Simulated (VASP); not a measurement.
# Eu (Im-3m) in VASP: further runs

Runs on Eu. Level: r2SCAN. Tasks: single point.

Program: VASP 6.6.1. These are calculated values, not measurements. Logs are shortened: lines on timing, memory, paths and dates and some standing lists are left out, and cuts for length are marked.

**1. The cell of the first run**

It takes space group Im-3m (No. 229, cubic). The conventional cell has a = 4.455 Å, b = 4.455 Å, c = 4.455 Å, α = 90.00°, β = 90.00°, γ = 90.00°. Eu (site symmetry m-3m) has 14 Eu at 3.86 to 4.45 Å within 5.1 Å.

**2. Single point, r2SCAN, collinear spin, ferromagnetic start**

The input, POSCAR:

```
Eu
1.0
   -2.2274745855      2.2274745855      2.2274745855
    2.2274745855     -2.2274745855      2.2274745855
    2.2274745855      2.2274745855     -2.2274745855
Eu
1
Direct
    0.0000000000      0.0000000000      0.0000000000
```

The input, INCAR.step1:

```
PREC = Accurate
ENCUT = 520
ISMEAR = 0
SIGMA = 0.03
LREAL = False
LASPH = True
NELM = 150
ISPIN = 2
MAGMOM = 7.31
LMAXMIX = 6
NBANDS = 18
GGA = PE
ALGO = Normal
EDIFF = 1E-4
LWAVE = True
LCHARG = False
```

The input, INCAR.step2:

```
PREC = Accurate
ENCUT = 520
EDIFF = 1E-6
ISMEAR = 0
SIGMA = 0.03
LREAL = False
LASPH = True
NELM = 150
ALGO = Normal
ISIF = 2
LWAVE = False
LCHARG = False
ISPIN = 2
MAGMOM = 7.31
LORBIT = 11
LMAXMIX = 6
METAGGA = R2SCAN
LMIXTAU = True
NBANDS = 18
ISTART = 1
```

The input, KPOINTS:

```
regular mesh
0
Gamma
  10 10 10
```

Potentials or basis: VASP PAW PBE potentials, release 64 (Eu).

Run with:

```console
cat potpaw_PBE.64/Eu/POTCAR > POTCAR
cp INCAR.step1 INCAR
mpirun -np 1 vasp_std > vasp.out
cp INCAR.step2 INCAR
mpirun -np 1 vasp_std > vasp.out
```

OUTCAR:

```text
PREC = Accurate
   ENCUT = 520
   EDIFF = 1E-6
   ISMEAR = 0
   LREAL = False
   LASPH = True
   NELM = 150
   ISIF = 2
   ISPIN = 2
   LORBIT = 11
   METAGGA = R2SCAN
   ISTART = 1

 ion  position               nearest neighbor table
   1  0.000  0.000  0.000-

  LATTYP: Found a body centered cubic cell.
 ALAT       =     4.4549491710

  Lattice vectors:

 A1 = (  -2.2274745855,   2.2274745855,   2.2274745855)
 A2 = (   2.2274745855,  -2.2274745855,   2.2274745855)
 A3 = (   2.2274745855,   2.2274745855,  -2.2274745855)

Analysis of symmetry for initial positions (statically):
=====================================================================
 Subroutine PRICEL returns:
 Original cell was already a primitive cell.

 Routine SETGRP: Setting up the symmetry group for a
 body centered cubic supercell.

 Subroutine GETGRP returns: Found 48 space group operations
 (whereof 48 operations were pure point group operations)
 out of a pool of 48 trial point group operations.

The static configuration has the point symmetry O_h .

Analysis of symmetry for dynamics (positions and initial velocities):
=====================================================================
 Subroutine PRICEL returns:
 Original cell was already a primitive cell.

 Routine SETGRP: Setting up the symmetry group for a
 body centered cubic supercell.

 Subroutine GETGRP returns: Found 48 space group operations
 (whereof 48 operations were pure point group operations)
 out of a pool of 48 trial point group operations.

The dynamic configuration has the point symmetry O_h .

Analysis of structural, dynamic, and magnetic symmetry:
=====================================================================
 Subroutine PRICEL returns:
 Original cell was already a primitive cell.

 Routine SETGRP: Setting up the symmetry group for a
 body centered cubic supercell.

 Subroutine GETGRP returns: Found 48 space group operations
 (whereof 48 operations were pure point group operations)
 out of a pool of 48 trial point group operations.

The overall configuration has the point symmetry O_h .

 Subroutine INISYM returns: Found 48 space group operations
 (whereof 48 operations are pure point group operations),
 and found     1 'primitive' translations

----------------------------------------------------------------------------------------

                                     Primitive cell

  volume of cell :      44.2077

  direct lattice vectors                    reciprocal lattice vectors
    -2.227474585  2.227474585  2.227474585     0.000000000  0.224469452  0.224469452
     2.227474585 -2.227474585  2.227474585     0.224469452  0.000000000  0.224469452
     2.227474585  2.227474585 -2.227474585     0.224469452  0.224469452  0.000000000

  length of vectors
     3.858099155  3.858099155  3.858099155     0.317447744  0.317447744  0.317447744

  position of ions in fractional coordinates (direct lattice)
     0.000000000  0.000000000  0.000000000

  ion indices of the primitive-cell ions
   primitive index   ion index
                 1           1

----------------------------------------------------------------------------------------

 KPOINTS: regular mesh

Automatic generation of k-mesh.
 Grid dimensions read from file:
 generate k-points for:   10   10   10

 Generating k-lattice:

  Cartesian coordinates                     Fractional coordinates (reciprocal lattice)
     0.000000000  0.022446945  0.022446945     0.100000000  0.000000000  0.000000000
     0.022446945  0.000000000  0.022446945     0.000000000  0.100000000  0.000000000
     0.022446945  0.022446945  0.000000000     0.000000000  0.000000000  0.100000000

  Length of vectors
     0.031744774  0.031744774  0.031744774

  Shift w.r.t. Gamma in fractional coordinates (k-lattice)
     0.000000000  0.000000000  0.000000000

 Subroutine IBZKPT returns following result:
 ===========================================

 Found     47 irreducible k-points:

 Following reciprocal coordinates:
            Coordinates               Weight
  0.000000  0.000000  0.000000      1.000000
  0.100000  0.000000  0.000000     12.000000
  0.200000  0.000000  0.000000     12.000000
  0.300000  0.000000  0.000000     12.000000
  0.400000  0.000000  0.000000     12.000000
  0.500000  0.000000  0.000000      6.000000
[... 16 lines left out ...]
  0.300000  0.300000  0.100000      8.000000
 -0.300000  0.300000  0.100000     24.000000
 [... further k-points ...]
   k-points           NKPTS =     47   k-points in BZ     NKDIM =     47   number of bands    NBANDS=     18
   number of dos      NEDOS =    301   number of ions     NIONS =      1
   total plane-waves  NPLWV =  27000
   dimension x,y,z NGX =    30 NGY =   30 NGZ =   30
   dimension x,y,z NGXF=    60 NGYF=   60 NGZF=   60
   ions per type =               1
   NGX,Y,Z   is equivalent  to a cutoff of  12.93, 12.93, 12.93 a.u.
   NGXF,Y,Z  is equivalent  to a cutoff of  25.85, 25.85, 25.85 a.u.
 SYSTEM =  unknown system
   PREC   = accura    normal or accurate (medium, high low for compatibility)
   ISTART =      1    job   : 0-new  1-cont  2-samecut
   ICHARG =      0    charge: 1-file 2-atom 10-const
   ISPIN  =      2    spin polarized calculation?
   LNONCOLLINEAR =      F non collinear calculations
   LSORBIT =      F    spin-orbit coupling
   LASPH  =      T    aspherical Exc in radial PAW
   ENCUT  =  520.0 eV  38.22 Ry    6.18 a.u.   7.17  7.17  7.17*2*pi/ulx,y,z
   NELM   =    150;   NELMIN=  2; NELMDL=  0     # of ELM steps
   EDIFF  = 0.1E-05   stopping-criterion for ELM
   LREAL  =      F    real-space projection
   EDIFFG = 0.1E-04   stopping-criterion for IOM
   NSW    =      0    number of steps for IOM
   IBRION =     -1    ionic relax: 0-MD 1-quasi-New 2-CG
   NFREE  =      0    steps in history (QN), initial steepest desc. (CG)
   ISIF   =      2    stress and relaxation
   ISYM   =      2    0-nonsym 1-usesym 2-fastsym
   POTIM  = 0.5000    time-step for ionic-motion
   TEBEG  =    0.0;   TEEND  =   0.0 temperature during run
   PSTRESS=    0.0 pullay stress
   NELECT =      17.0000    total number of electrons
   NUPDOWN=      -1.0000    fix difference up-down
   EMIN   =  10.00;   EMAX   =-10.00  energy-range for DOS
   EFERMI =   0.00;   METHOD = LEGACY
   ISMEAR =     0;   SIGMA  =   0.03  broadening in eV -4-tet -1-fermi 0-gaus
   EFERMI_NEDOS =   21; number of points for ismear=-14 and -15
   IALGO  =     38    algorithm
   IMIX   =      4    mixing-type and parameters
     AMIX     =   0.40;   BMIX     =  1.00
     AMIX_MAG =   1.60;   BMIX_MAG =  1.00
  volume/ion in A,a.u.               =      44.21       298.33
  Fermi-wavevector in a.u.,A,eV,Ry     =   1.190488  2.249696 19.283018  1.417262
  Thomas-Fermi vector in A             =   2.326572
   LORBIT       =     11    0 simple, 1 ext, 2 COOP (PROOUT), +10 PAW based schemes
   METAGGA = R2SCAN    functional components
   LHFCALC =     F    Hartree Fock is set to
   AEXX    =    0.0000 exact exchange contribution
   IVDW    =     0    specifies the selected vdW correction
   LEPSILON=     F    determine dielectric tensor
   LRPA    =     F    only Hartree local field effects (RPA)
 spin polarized calculation
 Gauss-broadening in eV      SIGMA  =   0.03
  energy-cutoff  :      520.00
  volume of cell :       44.21
 maximum number of plane-waves:      1205
 NGX is ok and might be reduce to    30
   NGX = 15   NGY = 15   NGZ = 15

 number of electron      16.9999996 magnetization       7.6377723

 Free energy of the ion-electron system (eV)
  ---------------------------------------------------
  ext. energy  EPLUGINS =         0.00000000
  ---------------------------------------------------
  free energy    TOTEN  =       -39.65960733 eV

  energy without entropy =      -39.65862428  energy(sigma->0) =      -39.65911581

 E-fermi :   1.9527     XC(G=0):  -9.0928

 val. band max:        1.9393579785   @ k =   0.3000   0.2000   0.1000
 cond. band min:       1.9591539753   @ k =  -0.4000   0.5000   0.1000
 fundamental gap:      0.0197959968
 Fermi energy:         1.9526607798

 spin component 1

 k-point     1 :       0.0000    0.0000    0.0000
  band No.  band energies     occupation
      1     -41.2348      1.00000
      2     -19.2188      1.00000
      3     -19.2188      1.00000
      4     -19.2188      1.00000
      5      -2.8364      1.00000
      6       1.3253      1.00000
[... 10 lines left out ...]
     17       5.4688      0.00000
     18      11.4279      0.00000

 k-point     2 :       0.1000    0.0000    0.0000
  band No.  band energies     occupation
      1     -41.2320      1.00000
      2     -19.2575      1.00000
      3     -19.2307      1.00000
      4     -19.2191      1.00000
      5      -2.6077      1.00000
      6       1.3231      1.00000
[... 10 lines left out ...]
     17       5.4793      0.00000
     18      11.6301      0.00000
[... 442 lines left out ...]
 k-point    24 :      -0.3000    0.3000    0.1000
  band No.  band energies     occupation
      1     -41.2132      1.00000
      2     -19.4707      1.00000
      3     -19.3125      1.00000
      4     -19.2488      1.00000
      5      -0.8849      1.00000
      6       1.2773      1.00000
[... 10 lines left out ...]
     17       6.0917      0.00000
     18      10.2767      0.00000

 [... further k-points ...]

 spin component 2

 k-point     1 :       0.0000    0.0000    0.0000
  band No.  band energies     occupation
      1     -37.4835      1.00000
      2     -16.5053      1.00000
      3     -16.5053      1.00000
      4     -16.5053      1.00000
      5      -1.3539      1.00000
      6       5.1575      0.00000
[... 10 lines left out ...]
     17       8.0612      0.00000
     18      13.0713      0.00000

 k-point     2 :       0.1000    0.0000    0.0000
  band No.  band energies     occupation
      1     -37.4797      1.00000
      2     -16.5554      1.00000
      3     -16.5208      1.00000
      4     -16.5054      1.00000
      5      -1.1180      1.00000
      6       4.9352      0.00000
[... 10 lines left out ...]
     17       8.0711      0.00000
     18      13.2524      0.00000
[... 442 lines left out ...]
 k-point    24 :      -0.3000    0.3000    0.1000
  band No.  band energies     occupation
      1     -37.4538      1.00000
      2     -16.8286      1.00000
      3     -16.6270      1.00000
      4     -16.5434      1.00000
      5       0.6089      1.00000
      6       3.7728      0.00000
[... 10 lines left out ...]
     17       8.2805      0.00000
     18      12.0716      0.00000

 [... further k-points ...]
[... 5 lines left out ...]
  --------------------------------------------------------------------------------------
  -------------------------------------------------------------------------------------
  Total       -0.1026713     -0.1026713     -0.1026713      0.0000000      0.0000000      0.0000000
  in kB       -3.7210140     -3.7210140     -3.7210140      0.0000000      0.0000000      0.0000000
  external PRESSURE =      -3.7210140 kB  Pullay stress =       0.0000000 kB

 VOLUME and BASIS-vectors are now :
 -----------------------------------------------------------------------------
  energy-cutoff  :      520.00
  volume of cell :       44.21
      direct lattice vectors                 reciprocal lattice vectors
    -2.227474585  2.227474585  2.227474585     0.000000000  0.224469452  0.224469452
     2.227474585 -2.227474585  2.227474585     0.224469452  0.000000000  0.224469452
     2.227474585  2.227474585 -2.227474585     0.224469452  0.224469452  0.000000000

 POSITION                                       TOTAL-FORCE (eV/Angst)
 -----------------------------------------------------------------------------------
      0.00000      0.00000      0.00000         0.000000      0.000000     -0.000000
 -----------------------------------------------------------------------------------
    total drift:                               -0.000000     -0.000000      0.000000

  FREE ENERGIE OF THE ION-ELECTRON SYSTEM (eV)
  ---------------------------------------------------
  free  energy   TOTEN  =       -39.6596073335 eV

  energy  without entropy=      -39.6586242838  energy(sigma->0) =      -39.65911581

 total charge

# of ion       s       p       d       f       tot
--------------------------------------------------
    1        2.083   5.763   0.262   6.678  14.786

 magnetization (x)

# of ion       s       p       d       f       tot
--------------------------------------------------
    1       -0.012  -0.155   0.171   6.677   6.682
```

It took 3 min on 1 thread of Intel Xeon 6975P-C (Granite Rapids), shared host; peak memory 0.24 GiB.

What came out:

```
Free energy                                           : -39.6596 eV
Pressure                                              : -0.4 GPa
Net moment                                            : 7.64 μB per cell
Site moments                                          : Eu +6.68 μB
Valence electrons inside the program's atomic spheres : Eu 14.79
```

Caveat: the PAW data sets were made with another functional, which shifts forces and pressure a little; spin-orbit coupling is left out, which moves the levels of the heavy elements; semilocal functionals describe open f shells poorly, which spoils levels, moments and volumes.

[end of part 1 of 3]
